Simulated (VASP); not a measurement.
# AlN (F-43m) in VASP: single point with PBEsol

Aim: the single point of AlN with PBEsol.

All numbers are computed with VASP 6.6.1; they aren't measurements. Logs are shortened: lines on timing, memory, paths and dates and some standing lists are left out, and cuts for length are marked.

### Step 1. The cell of the first run

Symmetry: F-43m, No. 216, cubic system. The conventional cell has a = 4.368 Å, b = 4.368 Å, c = 4.368 Å, α = 90.00°, β = 90.00°, γ = 90.00°. Al (site symmetry -43m) has 4 N at 1.89 Å within 2.5 Å. Within 2.5 Å of N (site symmetry -43m) lie 4 Al at 1.89 Å.

### Step 2. Single point, PBEsol

The input, INCAR:

```
SYSTEM = AlN
ALGO = Normal
EDIFF = 1E-6
ENCUT = 520
GGA = PS
ISIF = 2
ISMEAR = 0
LASPH = .TRUE.
LCHARG = .FALSE.
LREAL = .FALSE.
LWAVE = .FALSE.
NBANDS = 11
NELM = 80
PREC = Accurate
SIGMA = 0.01
```

The input, KPOINTS:

```
k-points
0
G
  7 7 7
  0 0 0
```

The input, POSCAR:

```
AlN
1.0
    0.0000000000      2.1839935600      2.1839935600
    2.1839935600      0.0000000000      2.1839935600
    2.1839935600      2.1839935600      0.0000000000
Al N
1 1
Direct
    0.0000000000      0.0000000000      0.0000000000
    0.7500000000      0.7500000000      0.7500000000
```

Potentials or basis: VASP PAW PBE potentials, release 64 (Al, N).

Run with:

```bash
> cat potpaw_PBE.64/Al/POTCAR potpaw_PBE.64/N/POTCAR > POTCAR
> mpirun -np 1 vasp_std > vasp.out
```

OUTCAR:

```text
SYSTEM = AlN
   EDIFF = 1E-6
   ENCUT = 520
   GGA = PS
   ISIF = 2
   ISMEAR = 0
   LASPH = .TRUE.
   LREAL = .FALSE.
   NELM = 80
   PREC = Accurate

 ion  position               nearest neighbor table
   1  0.000  0.000  0.000-   2 1.89   2 1.89   2 1.89   2 1.89
   2  0.750  0.750  0.750-   1 1.89   1 1.89   1 1.89   1 1.89

  LATTYP: Found a face centered cubic cell.
 ALAT       =     4.3679871200

  Lattice vectors:

 A1 = (   0.0000000000,   2.1839935600,   2.1839935600)
 A2 = (   2.1839935600,   0.0000000000,   2.1839935600)
 A3 = (   2.1839935600,   2.1839935600,   0.0000000000)

Analysis of symmetry for initial positions (statically):
=====================================================================
 Subroutine PRICEL returns:
 Original cell was already a primitive cell.

 Routine SETGRP: Setting up the symmetry group for a
 face centered cubic supercell.

 Subroutine GETGRP returns: Found 24 space group operations
 (whereof 24 operations were pure point group operations)
 out of a pool of 48 trial point group operations.

The static configuration has the point symmetry T_d .

Analysis of symmetry for dynamics (positions and initial velocities):
=====================================================================
 Subroutine PRICEL returns:
 Original cell was already a primitive cell.

 Routine SETGRP: Setting up the symmetry group for a
 face centered cubic supercell.

 Subroutine GETGRP returns: Found 24 space group operations
 (whereof 24 operations were pure point group operations)
 out of a pool of 48 trial point group operations.

The dynamic configuration has the point symmetry T_d .

 Subroutine INISYM returns: Found 24 space group operations
 (whereof 24 operations are pure point group operations),
 and found     1 'primitive' translations

----------------------------------------------------------------------------------------

                                     Primitive cell

  volume of cell :      20.8345

  direct lattice vectors                    reciprocal lattice vectors
     0.000000000  2.183993560  2.183993560    -0.228938404  0.228938404  0.228938404
     2.183993560  0.000000000  2.183993560     0.228938404 -0.228938404  0.228938404
     2.183993560  2.183993560  0.000000000     0.228938404  0.228938404 -0.228938404

  length of vectors
     3.088633313  3.088633313  3.088633313     0.396532948  0.396532948  0.396532948

  position of ions in fractional coordinates (direct lattice)
     0.000000000  0.000000000  0.000000000
[... 80 lines left out ...]
   ISYM   =      2    0-nonsym 1-usesym 2-fastsym
   POTIM  = 0.5000    time-step for ionic-motion
   TEBEG  =    0.0;   TEEND  =   0.0 temperature during run
   PSTRESS=    0.0 pullay stress
   NELECT =       8.0000    total number of electrons
   NUPDOWN=      -1.0000    fix difference up-down
   EMIN   =  10.00;   EMAX   =-10.00  energy-range for DOS
   EFERMI =   0.00;   METHOD = LEGACY
   ISMEAR =     0;   SIGMA  =   0.01  broadening in eV -4-tet -1-fermi 0-gaus
   EFERMI_NEDOS =   21; number of points for ismear=-14 and -15
   IALGO  =     38    algorithm
   IMIX   =      4    mixing-type and parameters
     AMIX     =   0.40;   BMIX     =  1.00
     AMIX_MAG =   1.60;   BMIX_MAG =  1.00
  volume/ion in A,a.u.               =      10.42        70.30
  Fermi-wavevector in a.u.,A,eV,Ry     =   1.189899  2.248583 19.263943  1.415860
  Thomas-Fermi vector in A             =   2.325996
   LORBIT       =      0    0 simple, 1 ext, 2 COOP (PROOUT), +10 PAW based schemes
   GGA     = PS    functional components
   LHFCALC =     F    Hartree Fock is set to
   AEXX    =    0.0000 exact exchange contribution
   IVDW    =     0    specifies the selected vdW correction
   LEPSILON=     F    determine dielectric tensor
   LRPA    =     F    only Hartree local field effects (RPA)
 non-spin polarized calculation
 Gauss-broadening in eV      SIGMA  =   0.01
  energy-cutoff  :      520.00
  volume of cell :       20.83
 maximum number of plane-waves:       567
   NGX = 11   NGY = 11   NGZ = 11

 number of electron       8.0000000 magnetization

 Free energy of the ion-electron system (eV)
  ---------------------------------------------------
  ext. energy  EPLUGINS =         0.00000000
  ---------------------------------------------------
  free energy    TOTEN  =       -15.61022920 eV

  energy without entropy =      -15.61022920  energy(sigma->0) =      -15.61022920

 E-fermi :   6.0221     XC(G=0): -11.1290

 val. band max:        5.8789369479   @ k =   0.0000   0.0000   0.0000
 cond. band min:       9.3692919065   @ k =   0.4286   0.4286   0.0000
 fundamental gap:      3.4903549586
 Fermi energy:         6.0220603566

 k-point     1 :       0.0000    0.0000    0.0000
  band No.  band energies     occupation
      1      -9.0795      2.00000
      2       5.8789      2.00000
      3       5.8789      2.00000
      4       5.8789      2.00000
      5      10.0114      0.00000
      6      18.3470      0.00000
      7      18.3470      0.00000
      8      18.3470      0.00000
      9      23.4656      0.00000
     10      23.4656      0.00000
     11      24.8180      0.00000
[... 253 lines left out ...]
 k-point    20 :      -0.2857    0.4286    0.1429
  band No.  band energies     occupation
      1      -6.3531      2.00000
      2       1.8785      2.00000
      3       2.1536      2.00000
      4       3.8687      2.00000
      5      11.7589      0.00000
      6      16.3945      0.00000
      7      18.1454      0.00000
      8      18.6448      0.00000
      9      22.5250      0.00000
     10      24.6250      0.00000
     11      30.6701      0.00000

------------------------ aborting loop because EDIFF is reached ----------------------------------------

  FORCE on cell =-STRESS in cart. coord.  units (eV):
  Direction    XX          YY          ZZ          XY          YZ          ZX
  --------------------------------------------------------------------------------------
  -------------------------------------------------------------------------------------
  Total        0.1724428      0.1724428      0.1724428      0.0000000      0.0000000      0.0000000
  in kB       13.2608551     13.2608551     13.2608551      0.0000000      0.0000000      0.0000000
  external PRESSURE =      13.2608551 kB  Pullay stress =       0.0000000 kB

 VOLUME and BASIS-vectors are now :
 -----------------------------------------------------------------------------
  energy-cutoff  :      520.00
  volume of cell :       20.83
      direct lattice vectors                 reciprocal lattice vectors
     0.000000000  2.183993560  2.183993560    -0.228938404  0.228938404  0.228938404
     2.183993560  0.000000000  2.183993560     0.228938404 -0.228938404  0.228938404
     2.183993560  2.183993560  0.000000000     0.228938404  0.228938404 -0.228938404

 POSITION                                       TOTAL-FORCE (eV/Angst)
 -----------------------------------------------------------------------------------
      0.00000      0.00000      0.00000         0.000000      0.000000      0.000000
      3.27599      3.27599      3.27599        -0.000000     -0.000000     -0.000000
 -----------------------------------------------------------------------------------
    total drift:                               -0.000000     -0.000000     -0.000000

  FREE ENERGIE OF THE ION-ELECTRON SYSTEM (eV)
  ---------------------------------------------------
  free  energy   TOTEN  =       -15.6102292013 eV

  energy  without entropy=      -15.6102292013  energy(sigma->0) =      -15.61022920
```

OSZICAR:

```text
N       E                     dE             d eps       ncg     rms          rms(c)
DAV:   1     0.855605253360E+01    0.85561E+01   -0.38343E+03   456   0.605E+02
DAV:   2    -0.169707261495E+02   -0.25527E+02   -0.24513E+02   540   0.134E+02
DAV:   3    -0.178386814557E+02   -0.86796E+00   -0.86633E+00   535   0.225E+01
DAV:   4    -0.178430939335E+02   -0.44125E-02   -0.44122E-02   491   0.176E+00
DAV:   5    -0.178431479919E+02   -0.54058E-04   -0.54058E-04   524   0.189E-01    0.829E+00
DAV:   6    -0.156518229616E+02    0.21913E+01   -0.10834E+01   517   0.163E+01    0.285E+00
DAV:   7    -0.156285836306E+02    0.23239E-01   -0.15135E-01   482   0.302E+00    0.202E+00
DAV:   8    -0.156114256589E+02    0.17158E-01   -0.27189E-02   476   0.153E+00    0.553E-01
DAV:   9    -0.156102143886E+02    0.12113E-02   -0.34574E-03   524   0.360E-01    0.229E-01
DAV:  10    -0.156102268897E+02   -0.12501E-04   -0.25628E-04   479   0.107E-01    0.126E-02
DAV:  11    -0.156102292690E+02   -0.23793E-05   -0.21433E-06   539   0.123E-02    0.144E-02
DAV:  12    -0.156102292013E+02    0.67697E-07   -0.22456E-07   268   0.391E-03
   1 F= -.15610229E+02 E0= -.15610229E+02  d E =-.537782E-93
```

It took 1.9 s on 1 thread of Intel Xeon 6975P-C (Granite Rapids), shared host; peak memory 0.12 GiB.

Results:

| Quantity | Value |
| --- | --- |
| Free energy | -15.6102 eV |
| Pressure | 1.3 GPa |
| Band gap on the k mesh | 3.49 eV, indirect (least direct gap 4.13 eV) |

Caveat: the PAW data sets were made with another functional, which shifts forces and pressure a little. As with any semilocal functional, this PBEsol gap is likely too small.
